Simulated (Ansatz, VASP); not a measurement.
One calculation of P, two programs

Contents of INCAR:

```
SYSTEM = P
PREC = Accurate
ENCUT = 520
EDIFF = 1E-6
ISMEAR = 0
SIGMA = 0.15
LREAL = .FALSE.
LASPH = .TRUE.
NELM = 60
ALGO = Normal
ISIF = 2
LWAVE = .FALSE.
LCHARG = .FALSE.
GGA = PS
IVDW = 12
NBANDS = 12
```

The input KPOINTS:

```
Automatic mesh
0
G
  20 20 20
  0 0 0
```

File POSCAR:

```
P
1.0
   -1.6642228514      2.4745907642      1.9204037180
    1.6642228514     -2.4745907642      1.9204037180
    1.6642228514      2.4745907642     -1.9204037180
P
2
Direct
    0.8033091100      0.0533091100      0.7500000000
    0.1966908900      0.9466908900      0.2500000000
```

Input for Ansatz:

```yaml
crystal:
  lattice:
    - [-1.6642228514, 2.4745907642, 1.920403718]
    - [1.6642228514, -2.4745907642, 1.920403718]
    - [1.6642228514, 2.4745907642, -1.920403718]
  atoms:
    - { symbol: P, position: [0.80330911, 0.05330911, 0.75] }
    - { symbol: P, position: [0.19669089, 0.94669089, 0.25] }
basis:
  ecutwfc: 420
kpoints:
  mp_grid: { grid: [20, 20, 20] }
hamiltonian:
  xc: pbesol
  dispersion: d3bj
scf:
  occupations: { method: gaussian, width: 0.15 }
output:
  forces: true
  stress: true
  eigenvalues: true
  write_density: true
  write_potential: true
  elf: true
  volumetric_format: npy
```

Alike in both runs: task single point; functional PBEsol; dispersion D3(BJ); k mesh 20 × 20 × 20; occupations gaussian, width 0.15 eV; no spin polarisation.

|  | VASP | Ansatz |
| --- | --- | --- |
| version | VASP 6.6.1 | Ansatz 0.2.0 |
| potentials or method | VASP PAW PBE potentials, release 64 (P), cutoff 520 eV | scalar-relativistic, plane waves, PAW |
| valence electrons in the cell | 10 | 10 |

|  | VASP | Ansatz | Ansatz less VASP |
| --- | --- | --- | --- |
| gap on the k mesh at the Fermi level (eV) | none | none | - |
| pressure (GPa) | -4.0 | -4.0 | -0.04 |
| traceless stress, the component that is largest in VASP (GPa) | -3.97 | -3.88 | +0.085 |
| rms of the force components (eV/Å) | 0.078 | 0.100 | +0.0222 |

VASP's potentials were made for PBE, not for PBEsol. Atom by atom the forces differ by 0.022 eV/Å (rms over components). A gap of «none» marks a metal or a gap that the smearing closes.
